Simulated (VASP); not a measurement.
# NbGa2N2 (P4/mmm) in VASP: a series of runs, part 2 of 2

VASP 6.6.1. Earlier steps stand in the parts before.

### Step 4. Relaxation of cell and atoms, PBE

INCAR

```
PREC = Accurate
ENCUT = 600
EDIFF = 1E-6
ISMEAR = 0
SIGMA = 0.1
LREAL = F
LASPH = T
NELM = 100
ALGO = Normal
ISIF = 3
LWAVE = F
LCHARG = F
GGA = PE
IBRION = 2
NSW = 90
EDIFFG = -0.04
```

KPOINTS

```
regular mesh
0
Gamma
  4 4 4
```

POSCAR

```
NbGa2N2
1.0
    4.1777606600      0.0000000000      0.0000000000
    0.0000000000      4.1777606600      0.0000000000
    0.0000000000      0.0000000000      4.1354412300
Nb Ga N
1 2 2
Direct
    0.5000000000      0.5000000000      0.0000000000
    0.5000000000      0.5000000000      0.5000000000
    0.0000000000      0.0000000000      0.0000000000
    0.0000000000      0.5000000000      0.0000000000
    0.5000000000      0.0000000000      0.0000000000
```

Launch:

```bash
$ cat potpaw_PBE.64/Nb_sv/POTCAR potpaw_PBE.64/Ga_d/POTCAR potpaw_PBE.64/N/POTCAR > POTCAR
$ mpirun -np 1 vasp_std > vasp.out
```

Wall time 2.6 min (1 thread of Intel Xeon 6975P-C (Granite Rapids), shared host); peak memory 0.23 GiB.

It converged, with:

```
Free energy                            : -31.6331 eV
Relaxed volume                         : 18.97 Å³/atom
Relaxed cell                           : a = 4.187 Å, b = 4.187 Å, c = 5.412 Å, α = 90.00°, β = 90.00°, γ = 90.00°
Space group after relaxing (to 0.05 Å) : P4/mmm (No. 123)
Energy gained by relaxing              : 912.3 meV/atom
Ionic steps                            : 9
Pressure after relaxing                : 0.1 GPa
```

Stress tensor (GPa, compression positive):
```
-0.09  0.00  0.00
 0.00 -0.09  0.00
 0.00  0.00  0.33
```

Step by step:
| step | energy change (eV) | largest force (eV/Å) | pressure (GPa) | volume (Å³) |
| --- | --- | --- | --- | --- |
| 1 | 0.0000 | 0.0000 | 35.62 | 72.18 |
| 2 | -4.2070 | 0.0000 | -8.35 | 107.42 |
| 3 | -4.4730 | 0.0000 | -1.59 | 94.73 |
| 4 | -4.4946 | 0.0000 | -3.85 | 98.06 |
| 5 | -4.4965 | 0.0000 | -3.50 | 97.48 |
| 6 | -4.5274 | 0.0000 | 3.46 | 92.42 |
| 7 | -4.5604 | 0.0000 | 0.37 | 94.50 |
| 8 | -4.5603 | 0.0000 | 0.20 | 94.56 |
| 9 | -4.5614 | 0.0000 | 0.05 | 94.87 |

Final structure:
```yaml
crystal:
  lattice:
    - [4.18711, 0.00000, 0.00000]
    - [0.00000, 4.18711, 0.00000]
    - [0.00000, 0.00000, 5.41153]
  atoms:
    - { symbol: Nb, position: [0.50000, 0.50000, 0.00000] }
    - { symbol: Ga, position: [0.50000, 0.50000, 0.50000] }
    - { symbol: Ga, position: [0.00000, 0.00000, 0.00000] }
    - { symbol: N, position: [0.00000, 0.50000, 0.00000] }
    - { symbol: N, position: [0.50000, 0.00000, 0.00000] }
```

Levels at points of the mesh, in eV from the Fermi level:
```tsv
k point	band 20	band 21	band 22	band 23	band 24	band 25	band 26	band 27	band 28	band 29
(0.00, 0.00, 0.00)	-4.47	-2.01	-1.84	-1.84	-1.69	-0.18	0.11	0.11	2.26	2.37
(0.50, 0.00, 0.00)	-5.57	-4.41	-2.99	-2.33	-0.48	0.22	2.01	2.42	3.02	3.05
(0.50, 0.50, 0.00)	-5.19	-3.89	-3.89	-1.50	0.25	0.25	1.30	1.30	1.87	3.10
(0.00, 0.00, 0.50)	-2.64	-2.64	-2.08	-1.82	-1.82	-1.21	-0.50	-0.50	-0.17	3.37
(0.50, 0.00, 0.50)	-5.63	-4.89	-2.28	-2.05	-2.01	-0.30	0.56	2.42	2.53	2.90
(0.50, 0.50, 0.50)	-4.78	-4.26	-4.26	-1.84	-1.50	0.28	1.56	1.56	2.15	3.27
```

Caveat: the k points lie up to 0.38 Å⁻¹ apart in the final cell; the volume moved by over 15 % at a fixed basis, so the end points are rough.

### Step 5. Single point, PBE

This run uses another cell than the first one, of 19.28 Å³/atom, 1.335 times its volume.

INCAR

```
PREC = Accurate
ENCUT = 520
EDIFF = 1E-6
ISMEAR = 0
SIGMA = 0.1
LREAL = F
LASPH = T
NELM = 80
ALGO = Normal
ISIF = 2
LWAVE = F
LCHARG = T
GGA = PE
LELF = T
LVHAR = T
NBANDS = 32
```

KPOINTS

```
regular mesh
0
Gamma
  10 10 8
```

Edit POSCAR of step 4 so:

```diff
@@ -2,5 +2,5 @@
 1.0
-    4.1777606600      0.0000000000      0.0000000000
-    0.0000000000      4.1777606600      0.0000000000
-    0.0000000000      0.0000000000      4.1354412300
+    4.1961502383      0.0000000000      0.0000000000
+    0.0000000000      4.1961502383      0.0000000000
+    0.0000000000      0.0000000000      5.4740664507
 Nb Ga N
```

Potentials or basis: VASP PAW PBE potentials, release 64 (Nb_sv, Ga_d, N).

Launch:

```bash
$ cat potpaw_PBE.64/Nb_sv/POTCAR potpaw_PBE.64/Ga_d/POTCAR potpaw_PBE.64/N/POTCAR > POTCAR
$ mpirun -np 1 vasp_std > vasp.out
```

OUTCAR:

```text
PREC = Accurate
   ENCUT = 520
   EDIFF = 1E-6
   ISMEAR = 0
   LREAL = F
   LASPH = T
   NELM = 80
   ISIF = 2
   GGA = PE

 ion  position               nearest neighbor table
   1  0.500  0.500  0.000-   4 2.10   5 2.10   5 2.10   4 2.10   2 2.74   2 2.74   3 2.97   3 2.97
                             3 2.97   3 2.97
   2  0.500  0.500  0.500-   1 2.74   1 2.74
   3  0.000  0.000  0.000-   4 2.10   5 2.10   4 2.10   5 2.10   1 2.97   1 2.97   1 2.97   1 2.97

   4  0.000  0.500  0.000-   1 2.10   3 2.10   3 2.10   1 2.10
   5  0.500  0.000  0.000-   1 2.10   3 2.10   1 2.10   3 2.10

  LATTYP: Found a simple tetragonal cell.
 ALAT       =     4.1961502383
 C/A-ratio  =     1.3045449137

  Lattice vectors:

 A1 = (   4.1961502383,   0.0000000000,   0.0000000000)
 A2 = (   0.0000000000,   4.1961502383,   0.0000000000)
 A3 = (   0.0000000000,   0.0000000000,   5.4740664507)

Analysis of symmetry for initial positions (statically):
=====================================================================
 Subroutine PRICEL returns:
 Original cell was already a primitive cell.

 Routine SETGRP: Setting up the symmetry group for a
 simple tetragonal supercell.

 Subroutine GETGRP returns: Found 16 space group operations
 (whereof 16 operations were pure point group operations)
 out of a pool of 16 trial point group operations.

The static configuration has the point symmetry D_4h.

Analysis of symmetry for dynamics (positions and initial velocities):
=====================================================================
 Subroutine PRICEL returns:
 Original cell was already a primitive cell.

 Routine SETGRP: Setting up the symmetry group for a
 simple tetragonal supercell.

 Subroutine GETGRP returns: Found 16 space group operations
 (whereof 16 operations were pure point group operations)
 out of a pool of 16 trial point group operations.

[... 119 lines left out ...]
   EMIN   =  10.00;   EMAX   =-10.00  energy-range for DOS
   EFERMI =   0.00;   METHOD = LEGACY
   ISMEAR =     0;   SIGMA  =   0.10  broadening in eV -4-tet -1-fermi 0-gaus
   EFERMI_NEDOS =   21; number of points for ismear=-14 and -15
   IALGO  =     38    algorithm
   IMIX   =      4    mixing-type and parameters
     AMIX     =   0.40;   BMIX     =  1.00
     AMIX_MAG =   1.60;   BMIX_MAG =  1.00
  volume/ion in A,a.u.               =      19.28       130.09
  Fermi-wavevector in a.u.,A,eV,Ry     =   1.306580  2.469079 23.227219  1.707152
  Thomas-Fermi vector in A             =   2.437373
   LORBIT       =      0    0 simple, 1 ext, 2 COOP (PROOUT), +10 PAW based schemes
   GGA     = PE    functional components
   LHFCALC =     F    Hartree Fock is set to
   AEXX    =    0.0000 exact exchange contribution
   IVDW    =     0    specifies the selected vdW correction
   LEPSILON=     F    determine dielectric tensor
   LRPA    =     F    only Hartree local field effects (RPA)
 non-spin polarized calculation
 Gauss-broadening in eV      SIGMA  =   0.10
  energy-cutoff  :      520.00
  volume of cell :       96.39
 maximum number of plane-waves:      2628
 NGX is ok and might be reduce to    32
   NGX = 15   NGY = 15   NGZ = 21

 number of electron      48.9999979 magnetization

 Free energy of the ion-electron system (eV)
  ---------------------------------------------------
  ext. energy  EPLUGINS =         0.00000000
  ---------------------------------------------------
  free energy    TOTEN  =       -31.65561283 eV

  energy without entropy =      -31.63191946  energy(sigma->0) =      -31.64376614

 E-fermi :   4.6147     XC(G=0):  -9.5366

 val. band max:        4.6095177159   @ k =   0.4000   0.1000   0.1250
 cond. band min:       4.6178050268   @ k =   0.2000   0.0000   0.2500
 fundamental gap:      0.0082873108
 Fermi energy:         4.6146958423

 k-point     1 :       0.0000    0.0000    0.0000
  band No.  band energies     occupation
      1     -50.9558      2.00000
      2     -27.1473      2.00000
      3     -27.1473      2.00000
      4     -26.9332      2.00000
      5     -11.8915      2.00000
      6     -11.7078      2.00000
[... 829 lines left out ...]
     31       8.0633      0.00000
     32       8.5864      0.00000

 [... further k-points ...]
[... 5 lines left out ...]
  --------------------------------------------------------------------------------------
  -------------------------------------------------------------------------------------
  Total        0.0107142      0.0107142     -0.0315683      0.0000000      0.0000000      0.0000000
  in kB        0.1780985      0.1780985     -0.5247463      0.0000000      0.0000000      0.0000000
  external PRESSURE =      -0.0561831 kB  Pullay stress =       0.0000000 kB

 VOLUME and BASIS-vectors are now :
 -----------------------------------------------------------------------------
  energy-cutoff  :      520.00
  volume of cell :       96.39
      direct lattice vectors                 reciprocal lattice vectors
     4.196150238  0.000000000  0.000000000     0.238313679  0.000000000  0.000000000
     0.000000000  4.196150238  0.000000000     0.000000000  0.238313679  0.000000000
     0.000000000  0.000000000  5.474066451     0.000000000  0.000000000  0.182679551

 POSITION                                       TOTAL-FORCE (eV/Angst)
 -----------------------------------------------------------------------------------
      2.09808      2.09808      0.00000         0.000000      0.000000      0.000000
      2.09808      2.09808      2.73703         0.000000      0.000000      0.000000
      0.00000      0.00000      0.00000         0.000000      0.000000      0.000000
      0.00000      2.09808      0.00000         0.000000      0.000000      0.000000
      2.09808      0.00000      0.00000         0.000000      0.000000      0.000000
 -----------------------------------------------------------------------------------
    total drift:                                0.000000     -0.000000     -0.000000

  FREE ENERGIE OF THE ION-ELECTRON SYSTEM (eV)
  ---------------------------------------------------
  free  energy   TOTEN  =       -31.6556128257 eV

  energy  without entropy=      -31.6319194622  energy(sigma->0) =      -31.64376614
```

Run time: 2.1 min. Hardware: 1 thread of Intel Xeon 6975P-C (Granite Rapids), shared host; peak memory 0.4 GiB.

Results:

```
Free energy : -31.6556 eV
Pressure    : 0.0 GPa
```

### Step 6. Single point, PBE

This run uses another cell than the first one, of 19.28 Å³/atom, 1.335 times its volume.

INCAR

```
SYSTEM = NbGa2N2
PREC = Accurate
ENCUT = 520
EDIFF = 1E-6
ISMEAR = 0
SIGMA = 0.1
LREAL = .False.
LASPH = .True.
NELM = 60
ALGO = Normal
ISIF = 2
LWAVE = .False.
LCHARG = .False.
GGA = PE
NBANDS = 32
```

KPOINTS

```
regular mesh
0
Gamma
  10 10 8
  0 0 0
```

POSCAR is that of step 5.

Potentials or basis: VASP PAW PBE potentials, release 64 (Nb_sv, Ga_d, N).

Launch:

```bash
$ cat potpaw_PBE.64/Nb_sv/POTCAR potpaw_PBE.64/Ga_d/POTCAR potpaw_PBE.64/N/POTCAR > POTCAR
$ mpirun -np 1 vasp_std > vasp.out
```

Run time: 2 min. Hardware: 1 thread of Intel Xeon 6975P-C (Granite Rapids), shared host; peak memory 0.4 GiB.

The run converged. Its results:

```
Free energy : -31.6556 eV
Pressure    : 0.0 GPa
```

Levels at points of the mesh, in eV from the Fermi level:
```csv
k point,band 22,band 23,band 24,band 25,band 26,band 27
"(0.00, 0.00, 0.00)",-1.88,-1.88,-1.64,-0.31,-0.08,-0.08
"(0.50, 0.00, 0.00)",-3.03,-2.38,-0.57,0.03,1.75,2.27
"(0.50, 0.50, 0.00)",-3.94,-1.48,0.15,0.15,1.05,1.35
"(0.00, 0.00, 0.50)",-2.11,-1.86,-1.86,-1.23,-0.63,-0.63
"(0.50, 0.00, 0.50)",-2.34,-2.24,-2.09,-0.44,0.45,2.27
"(0.50, 0.50, 0.50)",-4.30,-2.03,-1.48,0.35,1.40,1.40
```

### Step 7. The runs side by side

```csv
task,cell,k mesh,cutoff (eV),gap on the mesh (eV),pressure (GPa)
single point,"a = 4.178, b = 4.178, c = 4.135 Å, 5 atoms",4 × 4 × 4,520,none,35.7
single point,"a = 4.181, b = 4.181, c = 5.522 Å, 5 atoms",4 × 4 × 4,520,none,0.0
relaxation of cell and atoms,"relaxed from a = 4.178, b = 4.178, c = 4.135 Å, 5 atoms",4 × 4 × 4,600,none,0.1
single point,"a = 4.196, b = 4.196, c = 5.474 Å, 5 atoms",10 × 10 × 8,520,none,0.0
```

Alike in all rows: level PBE; potentials or basis VASP PAW PBE potentials, release 64 (Nb_sv, Ga_d, N); no spin polarisation; smearing gaussian 0.1 eV.

Caveats: some runs use coarse meshes; the volume moved by over 15 % at a fixed basis, so the end points are rough (some runs).

Absolute energies hang on the potentials; compare differences alone.
